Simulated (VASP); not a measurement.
Here is a VASP 6.6.1 calculation.

INCAR

```
SYSTEM = C
  PREC = Accurate
  ENCUT = 520
  EDIFF = 1E-6
  ISMEAR = 0
  SIGMA = 0.02
  LREAL = .False.
  LASPH = .True.
  NELM = 100
  ALGO = Normal
  ISIF = 2
  LWAVE = .False.
  LCHARG = .False.
  GGA = PE
  NBANDS = 11
```

The input KPOINTS:

```
regular mesh
0
Gamma
  8 8 8
  0 0 0
```

The input POSCAR:

```
C
1.0
    0.0000000000      2.1270000000      3.3480000000
    1.2280000000      0.0000000000      3.3480000000
    1.2280000000      2.1270000000      0.0000000000
C
2
Direct
    0.1666700000      0.8333300000      0.1666700000
    0.8333300000      0.1666700000      0.8333300000
```

Potentials or basis: VASP PAW PBE potentials, release 64 (C).

Run with:

```bash
$ cat potpaw_PBE.64/C/POTCAR > POTCAR
$ mpirun -np 1 vasp_std > vasp.out
```

(1) Estimate the largest force.

(2) Predict the pressure.

Results:

(1) 0.045 eV/Å.

(2) 5.0 GPa.

Caveat: the cell stands under pressure; this functional lacks dispersion, which binds layers or chains, so the pressure and a relaxed spacing across them are unreliable.
